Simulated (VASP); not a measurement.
# BaTiO3 (Pm-3m) in VASP: electric field gradients with PBE+D4

Aim: the electric field gradients of BaTiO3 with PBE+D4.

Program: VASP 6.6.1. These are calculated values, not measurements. Logs are shortened: lines on timing, memory, paths and dates and some standing lists are left out, and cuts for length are marked.

**1. The cell of the first run**

Symmetry: Pm-3m, No. 221, cubic system. Conventional cell: a = 4.008 Å, b = 4.008 Å, c = 4.008 Å, α = 90.00°, β = 90.00°, γ = 90.00°. Ba (site symmetry m-3m) has 12 O at 2.83 Å and 8 Ti at 3.47 Å within 3.7 Å. Ti (site symmetry m-3m) has 6 O at 2.00 Å within 2.7 Å. O (site symmetry 4/mmm) has 2 Ti at 2.00 Å within 2.7 Å.

**2. Electric field gradients, PBE+D4**

File INCAR:

```
SYSTEM = BaTiO3
PREC     = Accurate       ! precision mode
ENCUT    = 1000           ! plane-wave cutoff, eV
EDIFF    = 1E-8           ! SCF threshold, eV
ISMEAR   = -1             ! smearing method
SIGMA    = 0.02           ! smearing width, eV
LREAL    = .False.        ! projectors in reciprocal space
LASPH    = .True.         ! aspherical terms in the spheres
NELM     = 120            ! most SCF steps
ALGO     = Normal         ! electronic algorithm
ISIF     = 2              ! what is computed and relaxed
LWAVE    = .False.        ! write WAVECAR
LCHARG   = .False.        ! write CHGCAR
GGA      = PE             ! functional
IVDW     = 13             ! dispersion correction
LEFG     = .True.       
NBANDS   = 28             ! bands
GGA_COMPAT= .False.
```

File KPOINTS:

```
Automatic mesh
0
Gamma
  5 5 5
  0 0 0
```

File POSCAR:

```
BaTiO3
1.0
    4.0076816357      0.0000000000      0.0000000000
    0.0000000000      4.0076816357      0.0000000000
    0.0000000000      0.0000000000      4.0076816357
Ba Ti O
1 1 3
Direct
    0.5000000000      0.5000000000      0.5000000000
    0.0000000000      0.0000000000      0.0000000000
    0.5000000000      0.0000000000      0.0000000000
    0.0000000000      0.5000000000      0.0000000000
    0.0000000000      0.0000000000      0.5000000000
```

Potentials or basis: VASP PAW PBE potentials, release 64 (Ba_sv, Ti_sv, O_h).

On the command line:

```sh
$ cat potpaw_PBE.64/Ba_sv/POTCAR potpaw_PBE.64/Ti_sv/POTCAR potpaw_PBE.64/O_h/POTCAR > POTCAR
$ mpirun -np 1 vasp_std > vasp.out
```

OUTCAR:

```text
SYSTEM = BaTiO3
   PREC = Accurate
   ENCUT = 1000
   EDIFF = 1E-8
   ISMEAR = -1
   LREAL = .False.
   LASPH = .True.
   NELM = 120
   ISIF = 2
   GGA = PE
   IVDW = 13

 ion  position               nearest neighbor table
   1  0.500  0.500  0.500-   3 2.83   4 2.83   5 2.83   3 2.83   4 2.83   3 2.83   5 2.83   3 2.83
                             4 2.83   5 2.83   4 2.83   5 2.83   2 3.47   2 3.47   2 3.47   2 3.47
   2  0.000  0.000  0.000-   3 2.00   4 2.00   5 2.00   5 2.00   4 2.00   3 2.00   1 3.47   1 3.47
                             1 3.47   1 3.47   1 3.47   1 3.47   1 3.47   1 3.47
   3  0.500  0.000  0.000-   2 2.00   2 2.00   1 2.83   1 2.83   1 2.83   1 2.83
   4  0.000  0.500  0.000-   2 2.00   2 2.00   1 2.83   1 2.83   1 2.83   1 2.83
   5  0.000  0.000  0.500-   2 2.00   2 2.00   1 2.83   1 2.83   1 2.83   1 2.83

  LATTYP: Found a simple cubic cell.
 ALAT       =     4.0076816357

  Lattice vectors:

 A1 = (   4.0076816357,   0.0000000000,   0.0000000000)
 A2 = (   0.0000000000,   4.0076816357,   0.0000000000)
 A3 = (   0.0000000000,   0.0000000000,   4.0076816357)

Analysis of symmetry for initial positions (statically):
=====================================================================
 Subroutine PRICEL returns:
 Original cell was already a primitive cell.

 Routine SETGRP: Setting up the symmetry group for a
 simple cubic supercell.

 Subroutine GETGRP returns: Found 48 space group operations
 (whereof 48 operations were pure point group operations)
 out of a pool of 48 trial point group operations.

The static configuration has the point symmetry O_h .

Analysis of symmetry for dynamics (positions and initial velocities):
=====================================================================
 Subroutine PRICEL returns:
 Original cell was already a primitive cell.

 Routine SETGRP: Setting up the symmetry group for a
 simple cubic supercell.

 Subroutine GETGRP returns: Found 48 space group operations
 (whereof 48 operations were pure point group operations)
 out of a pool of 48 trial point group operations.

The dynamic configuration has the point symmetry O_h .

 Subroutine INISYM returns: Found 48 space group operations
 (whereof 48 operations are pure point group operations),
 and found     1 'primitive' translations

----------------------------------------------------------------------------------------

                                     Primitive cell

  volume of cell :      64.3694

  direct lattice vectors                    reciprocal lattice vectors
     4.007681636  0.000000000  0.000000000     0.249520818  0.000000000  0.000000000
     0.000000000  4.007681636  0.000000000     0.000000000  0.249520818  0.000000000
     0.000000000  0.000000000  4.007681636     0.000000000  0.000000000  0.249520818

  length of vectors
     4.007681636  4.007681636  4.007681636     0.249520818  0.249520818  0.249520818

  position of ions in fractional coordinates (direct lattice)
     0.500000000  0.500000000  0.500000000
     0.000000000  0.000000000  0.000000000
     0.500000000  0.000000000  0.000000000
     0.000000000  0.500000000  0.000000000
     0.000000000  0.000000000  0.500000000

  ion indices of the primitive-cell ions
   primitive index   ion index
                 1           1
                 2           2
                 3           3
                 4           4
                 5           5

----------------------------------------------------------------------------------------

 KPOINTS: Automatic mesh

Automatic generation of k-mesh.
 Grid dimensions read from file:
 generate k-points for:    5    5    5

 Generating k-lattice:

  Cartesian coordinates                     Fractional coordinates (reciprocal lattice)
     0.049904164  0.000000000  0.000000000     0.200000000  0.000000000  0.000000000
     0.000000000  0.049904164  0.000000000     0.000000000  0.200000000  0.000000000
     0.000000000  0.000000000  0.049904164     0.000000000  0.000000000  0.200000000

[... 35 lines left out ...]
   ISPIN  =      1    spin polarized calculation?
   LNONCOLLINEAR =      F non collinear calculations
   LSORBIT =      F    spin-orbit coupling
   LASPH  =      T    aspherical Exc in radial PAW
   ENCUT  = 1000.0 eV  73.50 Ry    8.57 a.u.  10.33 10.33 10.33*2*pi/ulx,y,z
   NELM   =    120;   NELMIN=  2; NELMDL= -5     # of ELM steps
   EDIFF  = 0.1E-07   stopping-criterion for ELM
   LREAL  =      F    real-space projection
   EDIFFG = 0.1E-06   stopping-criterion for IOM
   NSW    =      0    number of steps for IOM
   IBRION =     -1    ionic relax: 0-MD 1-quasi-New 2-CG
   NFREE  =      0    steps in history (QN), initial steepest desc. (CG)
   ISIF   =      2    stress and relaxation
   ISYM   =      2    0-nonsym 1-usesym 2-fastsym
   POTIM  = 0.5000    time-step for ionic-motion
   TEBEG  =    0.0;   TEEND  =   0.0 temperature during run
   PSTRESS=    0.0 pullay stress
   NELECT =      40.0000    total number of electrons
   NUPDOWN=      -1.0000    fix difference up-down
   EMIN   =  10.00;   EMAX   =-10.00  energy-range for DOS
   EFERMI =   0.00;   METHOD = LEGACY
   ISMEAR =    -1;   SIGMA  =   0.02  broadening in eV -4-tet -1-fermi 0-gaus
   EFERMI_NEDOS =   21; number of points for ismear=-14 and -15
   IALGO  =     38    algorithm
   IMIX   =      4    mixing-type and parameters
     AMIX     =   0.40;   BMIX     =  1.00
     AMIX_MAG =   1.60;   BMIX_MAG =  1.00
  volume/ion in A,a.u.               =      12.87        86.88
  Fermi-wavevector in a.u.,A,eV,Ry     =   1.397017  2.639979 26.553889  1.951656
  Thomas-Fermi vector in A             =   2.520314
   LORBIT       =      0    0 simple, 1 ext, 2 COOP (PROOUT), +10 PAW based schemes
   GGA     = PE    functional components
   LHFCALC =     F    Hartree Fock is set to
   AEXX    =    0.0000 exact exchange contribution
   IVDW    =    13    specifies the selected vdW correction
   LEPSILON=     F    determine dielectric tensor
   LRPA    =     F    only Hartree local field effects (RPA)
 non-spin polarized calculation
  energy-cutoff  :     1000.00
  volume of cell :       64.37
 maximum number of plane-waves:      4656
 NGX is ok and might be reduce to    42
   NGX = 21   NGY = 21   NGZ = 21

 number of electron      39.9999987 magnetization

 Free energy of the ion-electron system (eV)
  ---------------------------------------------------
  ext. energy  EPLUGINS =         0.00000000
  ---------------------------------------------------
  free energy    TOTEN  =       -39.99512556 eV

  energy without entropy =      -39.99512556  energy(sigma->0) =      -39.99512556

 E-fermi :   4.4872     XC(G=0): -11.2435

 val. band max:        4.0445622075   @ k =   0.4000   0.4000   0.4000
 cond. band min:       5.8968490266   @ k =   0.0000   0.0000   0.0000
 fundamental gap:      1.8522868191
 Fermi energy:         4.4872393458

 k-point     1 :       0.0000    0.0000    0.0000
  band No.  band energies     occupation
      1     -52.4979      2.00000
      2     -28.7062      2.00000
      3     -28.7062      2.00000
      4     -28.7062      2.00000
      5     -20.6586      2.00000
      6     -12.7220      2.00000
[... 299 lines left out ...]
     27      11.6579      0.00000
     28      11.6579      0.00000

------------------------ aborting loop because EDIFF is reached ----------------------------------------

  DFT-D4 for vdW energy calculation

  Edisp (eV):   -1.07321

  FORCE on cell =-STRESS in cart. coord.  units (eV):
  Direction    XX          YY          ZZ          XY          YZ          ZX
  --------------------------------------------------------------------------------------
  -------------------------------------------------------------------------------------
  Total       0.17417     0.17417     0.17417     0.00000    -0.00000    -0.00000
  in kB       4.33522     4.33522     4.33522     0.00000    -0.00000    -0.00000
  external pressure =        4.34 kB  Pullay stress =        0.00 kB

 VOLUME and BASIS-vectors are now :
 -----------------------------------------------------------------------------
  energy-cutoff  :     1000.00
  volume of cell :       64.37
      direct lattice vectors                 reciprocal lattice vectors
     4.007681636  0.000000000  0.000000000     0.249520818  0.000000000  0.000000000
     0.000000000  4.007681636  0.000000000     0.000000000  0.249520818  0.000000000
     0.000000000  0.000000000  4.007681636     0.000000000  0.000000000  0.249520818

 POSITION                                       TOTAL-FORCE (eV/Angst)
 -----------------------------------------------------------------------------------
      2.00384      2.00384      2.00384         0.000000      0.000000      0.000000
      0.00000      0.00000      0.00000         0.000000      0.000000      0.000000
      2.00384      0.00000      0.00000         0.000000      0.000000      0.000000
      0.00000      2.00384      0.00000         0.000000      0.000000      0.000000
      0.00000      0.00000      2.00384         0.000000      0.000000      0.000000
 -----------------------------------------------------------------------------------
    total drift:                                0.000000      0.000000     -0.000000

  FREE ENERGIE OF THE ION-ELECTRON SYSTEM (eV)
  ---------------------------------------------------
  free  energy   TOTEN  =       -41.0683310904 eV

  energy  without entropy=      -41.0683310903  energy(sigma->0) =      -41.06833109

 Electric field gradients (V/A^2)
---------------------------------------------------------------------
 ion       V_xx      V_yy      V_zz      V_xy      V_xz      V_yz
---------------------------------------------------------------------
   1       0.000     0.000    -0.000    -0.000     0.000    -0.000
   2      -0.000    -0.000     0.000     0.000     0.000    -0.000
   3      25.080   -12.540   -12.540     0.000     0.000     0.000
   4     -12.540    25.080   -12.540    -0.000     0.000    -0.000
   5     -12.540   -12.540    25.080    -0.000     0.000    -0.000
---------------------------------------------------------------------

 Electric field gradients after diagonalization (V/A^2)
 (convention: |V_zz| > |V_xx| > |V_yy|)
----------------------------------------------------------------------
 ion       V_xx      V_yy      V_zz     asymmetry (V_yy - V_xx)/ V_zz
----------------------------------------------------------------------
   1       0.000    -0.000     0.000      -0.626
   2      -0.000    -0.000     0.000       0.058
   3     -12.540   -12.540    25.080       0.000
   4     -12.540   -12.540    25.080       0.000
   5     -12.540   -12.540    25.080       0.000
----------------------------------------------------------------------

           NMR quadrupolar parameters

 Cq : quadrupolar parameter    Cq=e*Q*V_zz/h
 eta: asymmetry parameters     (V_yy - V_xx)/ V_zz
 Q  : nuclear electric quadrupole moment in mb (millibarn)
----------------------------------------------------------------------
 ion       Cq(MHz)       eta       Q (mb)
----------------------------------------------------------------------
   1       0.000      -0.626       1.000
   2       0.000       0.058       1.000
   3       0.061       0.000       1.000
   4       0.061       0.000       1.000
   5       0.061       0.000       1.000
----------------------------------------------------------------------
```

Wall time 44 s (1 thread of Intel Xeon 6975P-C (Granite Rapids), shared host); peak memory 0.29 GiB.

Results:

```yaml
Free_energy: -41.0683 eV
Pressure: 0.4 GPa
Band_gap_on_the_k_mesh: 1.85 eV (least direct gap 1.88 eV)
Largest_electric_field_gradient_by_atom: Ba +0.0; Ti -0.0; O +25.1 V/Å²
Dispersion_energy_per_atom: -0.215 eV
```

Levels at points of the mesh, in eV from the valence-band top:
```tsv
k point	band 16	band 17	band 18	band 19	band 20	band 21	band 22	band 23	band 24	band 25
(0.00, 0.00, 0.00)	-0.97	-0.97	-0.03	-0.03	-0.03	1.85	1.85	1.85	3.99	3.99
```

Electric field gradients, principal values (V/Å²):
```
atom    least   middle  greatest (by size)
1 Ba    0.000    0.000               0.000
2 Ti    0.000    0.000               0.000
 3 O  -12.540  -12.540              25.080
 4 O  -12.540  -12.540              25.080
 5 O  -12.540  -12.540              25.080
```

Caveat: without QUAD_EFG the Cq values of the log hold for a quadrupole moment of 1 mb, not for the nuclei; spin-orbit coupling is left out, which moves the levels of the heavy elements; an odd mesh through Γ misses points on the zone boundary, where band edges can lie.
